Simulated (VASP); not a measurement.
Here is a VASP 6.6.1 calculation.

INCAR

```
PREC = Accurate
ENCUT = 520
EDIFF = 1E-6
ISMEAR = 0
SIGMA = 0.2
LREAL = False
LASPH = True
NELM = 100
ALGO = Normal
ISIF = 2
LWAVE = False
LCHARG = False
GGA = PE
NBANDS = 47
```

KPOINTS

```
Automatic mesh
0
Gamma
  6 6 2
```

File POSCAR:

```
Ta2Si2O
1.0
    4.0081330005      0.0000000000      0.0000000000
   -2.0040665002      3.4711450002      0.0000000000
    0.0000000000      0.0000000000     13.3226026135
Ta Si O
4 4 2
Direct
    0.0000000000      0.0000000000      0.3549101904
    0.0000000000      0.0000000000      0.8549101904
    0.0000000000      0.0000000000      0.1450898096
    0.0000000000      0.0000000000      0.6450898096
    0.3333333333      0.6666666667      0.2500000000
    0.3333333333      0.6666666667      0.7500000000
    0.6666666667      0.3333333333      0.2500000000
    0.6666666667      0.3333333333      0.7500000000
    1.0000000000      0.0000000000      0.5000000000
    1.0000000000      0.0000000000      0.0000000000
```

Potentials or basis: VASP PAW PBE potentials, release 64 (Ta_pv, Si, O).

Run with:

```bash
$ cat potpaw_PBE.64/Ta_pv/POTCAR potpaw_PBE.64/Si/POTCAR potpaw_PBE.64/O/POTCAR > POTCAR
$ mpirun -np 1 vasp_std > vasp.out
```

What does it give for the pressure?

0.0 GPa.

What does it give for the band gap on the k mesh?

Zero (bands 36 and 37 overlap by 1.28 eV).

Predict the largest force.

0.025 eV/Å.

Forces in eV/Å, atoms in the order of the input:
```
Ta   0.000  0.000  0.025
Ta   0.000  0.000  0.025
Ta   0.000  0.000 -0.025
Ta   0.000  0.000 -0.025
Si   0.000  0.000  0.000
Si   0.000  0.000  0.000
Si   0.000  0.000  0.000
Si   0.000  0.000  0.000
O    0.000  0.000  0.000
O    0.000  0.000  0.000
```

Caveat: spin-orbit coupling is left out, which moves the levels of the heavy elements.
